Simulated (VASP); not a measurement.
# MnS (F-43m) in VASP: single point with r2SCAN

Aim: the single point of MnS with r2SCAN.

Everything below comes from runs of VASP 6.6.1. Logs are shortened: lines on timing, memory, paths and dates and some standing lists are left out, and cuts for length are marked.

**1. The cell of the first run**

It takes space group F-43m (No. 216, cubic). Conventional cell: a = 5.600 Å, b = 5.600 Å, c = 5.600 Å, α = 90.00°, β = 90.00°, γ = 90.00°. Mn (site symmetry -43m) has 4 S at 2.42 Å within 3.2 Å. S (site symmetry -43m) has 4 Mn at 2.42 Å within 3.2 Å.

**2. Single point, r2SCAN, collinear spin, ferromagnetic start**

The input, POSCAR:

```
MnS
1.0
    0.0000000000      2.8000000000      2.8000000000
    2.8000000000      0.0000000000      2.8000000000
    2.8000000000      2.8000000000      0.0000000000
Mn S
1 1
Direct
    0.0000000000      0.0000000000      0.0000000000
    0.7500000000      0.7500000000      0.7500000000
```

The input, INCAR.step1:

```
SYSTEM = MnS
ALGO = Normal
EDIFF = 1E-4
ENCUT = 520
GGA = PE
ISMEAR = 0
ISPIN = 2
LASPH = .True.
LCHARG = .False.
LMAXMIX = 4
LREAL = .False.
LWAVE = .True.
MAGMOM = 5 0
NBANDS = 20
NELM = 150
PREC = Accurate
SIGMA = 0.05
```

The input, INCAR.step2:

```
SYSTEM = MnS
ALGO = Normal
EDIFF = 1E-7
ENCUT = 520
ISIF = 2
ISMEAR = 0
ISPIN = 2
ISTART = 1
LASPH = .True.
LCHARG = .False.
LMAXMIX = 4
LMIXTAU = .True.
LORBIT = 11
LREAL = .False.
LWAVE = .False.
MAGMOM = 5 0
METAGGA = R2SCAN
NBANDS = 20
NELM = 150
PREC = Accurate
SIGMA = 0.05
```

The input, KPOINTS:

```
k-points
0
Gamma
  6 6 6
  0 0 0
```

Potentials or basis: VASP PAW PBE potentials, release 64 (Mn_pv, S).

Launch:

```sh
cat potpaw_PBE.64/Mn_pv/POTCAR potpaw_PBE.64/S/POTCAR > POTCAR
cp INCAR.step1 INCAR
mpirun -np 1 vasp_std > vasp.out
cp INCAR.step2 INCAR
mpirun -np 1 vasp_std > vasp.out
```

OUTCAR:

```text
SYSTEM = MnS
   EDIFF = 1E-7
   ENCUT = 520
   ISIF = 2
   ISMEAR = 0
   ISPIN = 2
   ISTART = 1
   LASPH = .True.
   LORBIT = 11
   LREAL = .False.
   METAGGA = R2SCAN
   NELM = 150
   PREC = Accurate

 ion  position               nearest neighbor table
   1  0.000  0.000  0.000-   2 2.42   2 2.42   2 2.42   2 2.42
   2  0.750  0.750  0.750-   1 2.42   1 2.42   1 2.42   1 2.42

  LATTYP: Found a face centered cubic cell.
 ALAT       =     5.6000000000

  Lattice vectors:

 A1 = (   0.0000000000,   2.8000000000,   2.8000000000)
 A2 = (   2.8000000000,   0.0000000000,   2.8000000000)
 A3 = (   2.8000000000,   2.8000000000,   0.0000000000)

Analysis of symmetry for initial positions (statically):
=====================================================================
 Subroutine PRICEL returns:
 Original cell was already a primitive cell.

 Routine SETGRP: Setting up the symmetry group for a
 face centered cubic supercell.

 Subroutine GETGRP returns: Found 24 space group operations
 (whereof 24 operations were pure point group operations)
 out of a pool of 48 trial point group operations.

The static configuration has the point symmetry T_d .

Analysis of symmetry for dynamics (positions and initial velocities):
=====================================================================
 Subroutine PRICEL returns:
 Original cell was already a primitive cell.

 Routine SETGRP: Setting up the symmetry group for a
 face centered cubic supercell.

 Subroutine GETGRP returns: Found 24 space group operations
 (whereof 24 operations were pure point group operations)
 out of a pool of 48 trial point group operations.

The dynamic configuration has the point symmetry T_d .

Analysis of structural, dynamic, and magnetic symmetry:
=====================================================================
 Subroutine PRICEL returns:
 Original cell was already a primitive cell.

 Routine SETGRP: Setting up the symmetry group for a
 face centered cubic supercell.

 Subroutine GETGRP returns: Found 24 space group operations
 (whereof 24 operations were pure point group operations)
 out of a pool of 48 trial point group operations.

The overall configuration has the point symmetry T_d .

 Subroutine INISYM returns: Found 24 space group operations
 (whereof 24 operations are pure point group operations),
 and found     1 'primitive' translations

[... 107 lines left out ...]
  Fermi-wavevector in a.u.,A,eV,Ry     =   1.238297  2.340041 20.862879  1.533378
  Thomas-Fermi vector in A             =   2.372828
   LORBIT       =     11    0 simple, 1 ext, 2 COOP (PROOUT), +10 PAW based schemes
   METAGGA = R2SCAN    functional components
   LHFCALC =     F    Hartree Fock is set to
   AEXX    =    0.0000 exact exchange contribution
   IVDW    =     0    specifies the selected vdW correction
   LEPSILON=     F    determine dielectric tensor
   LRPA    =     F    only Hartree local field effects (RPA)
 spin polarized calculation
 Gauss-broadening in eV      SIGMA  =   0.05
  energy-cutoff  :      520.00
  volume of cell :       43.90
 maximum number of plane-waves:      1243
 NGX is ok and might be reduce to    30
   NGX = 15   NGY = 15   NGZ = 15

 number of electron      18.9999987 magnetization       5.0000004

 Free energy of the ion-electron system (eV)
  ---------------------------------------------------
  ext. energy  EPLUGINS =         0.00000000
  ---------------------------------------------------
  free energy    TOTEN  =       -24.87332774 eV

  energy without entropy =      -24.87332774  energy(sigma->0) =      -24.87332774

 E-fermi :   4.6303     XC(G=0):  -9.8667

 val. band max:        4.4165702798   @ k =   0.0000   0.0000   0.0000
 cond. band min:       4.9890692182   @ k =   0.5000   0.5000   0.0000
 fundamental gap:      0.5724989384
 Fermi energy:         4.6303210633

 spin component 1

 k-point     1 :       0.0000    0.0000    0.0000
  band No.  band energies     occupation
      1     -48.7344      1.00000
      2     -48.7344      1.00000
      3     -48.7343      1.00000
      4     -10.1044      1.00000
      5      -0.9055      1.00000
      6      -0.9055      1.00000
[... 344 lines left out ...]
      6      -0.5636      1.00000
[... 12 lines left out ...]
     19      17.7626      0.00000
     20      18.0612      0.00000
 Fermi energy:         4.6303210633

 spin component 2

 k-point     1 :       0.0000    0.0000    0.0000
  band No.  band energies     occupation
      1     -42.5477      1.00000
      2     -42.5477      1.00000
      3     -42.5477      1.00000
      4      -9.7712      1.00000
      5       1.1012      1.00000
      6       1.1012      1.00000
[... 357 lines left out ...]
     19      18.6753      0.00000
     20      18.7724      0.00000

------------------------ aborting loop because EDIFF is reached ----------------------------------------

  FORCE on cell =-STRESS in cart. coord.  units (eV):
  Direction    XX          YY          ZZ          XY          YZ          ZX
  --------------------------------------------------------------------------------------
  -------------------------------------------------------------------------------------
  Total        0.5086696      0.5086696      0.5086696     -0.0000000     -0.0000000     -0.0000000
  in kB       18.5627496     18.5627496     18.5627496     -0.0000000     -0.0000000     -0.0000000
  external PRESSURE =      18.5627496 kB  Pullay stress =       0.0000000 kB

 VOLUME and BASIS-vectors are now :
 -----------------------------------------------------------------------------
  energy-cutoff  :      520.00
  volume of cell :       43.90
      direct lattice vectors                 reciprocal lattice vectors
     0.000000000  2.800000000  2.800000000    -0.178571429  0.178571429  0.178571429
     2.800000000  0.000000000  2.800000000     0.178571429 -0.178571429  0.178571429
     2.800000000  2.800000000  0.000000000     0.178571429  0.178571429 -0.178571429

 POSITION                                       TOTAL-FORCE (eV/Angst)
 -----------------------------------------------------------------------------------
      0.00000      0.00000      0.00000        -0.000000     -0.000000     -0.000000
      4.20000      4.20000      4.20000         0.000000      0.000000      0.000000
 -----------------------------------------------------------------------------------
    total drift:                               -0.000001     -0.000001     -0.000001

  FREE ENERGIE OF THE ION-ELECTRON SYSTEM (eV)
  ---------------------------------------------------
  free  energy   TOTEN  =       -24.8733277414 eV

  energy  without entropy=      -24.8733277414  energy(sigma->0) =      -24.87332774

 total charge

# of ion       s       p       d       tot
------------------------------------------
    1        0.272   6.212   4.879  11.363
    2        1.301   2.499   0.000   3.800
--------------------------------------------------
tot          1.574   8.711   4.879  15.164

 magnetization (x)

# of ion       s       p       d       tot
------------------------------------------
    1        0.048   0.064   4.352   4.464
    2        0.013   0.064   0.000   0.077
--------------------------------------------------
tot          0.061   0.129   4.352   4.542
```

Run time: 1.7 min. Hardware: 1 thread of Intel Xeon Platinum 8488C (Sapphire Rapids), shared host; peak memory 0.2 GiB.

Results:

```yaml
Free_energy: -24.8733 eV
Pressure: 1.9 GPa
Band_gap_on_the_k_mesh: 0.57 eV, indirect (least direct gap 1.24 eV)
Net_moment: 5.00 μB per cell
Site_moments: Mn +4.46; S +0.08 μB
Valence_electrons_inside_the_program's_atomic_spheres: Mn 11.36; S 3.80
```

Caveat: the PAW data sets were made with another functional, which shifts forces and pressure a little; a cell with one magnetic atom can't hold antiferromagnetic order, which such compounds often take. r2SCAN opens gaps a little over a GGA but as a rule still falls short of measured ones.
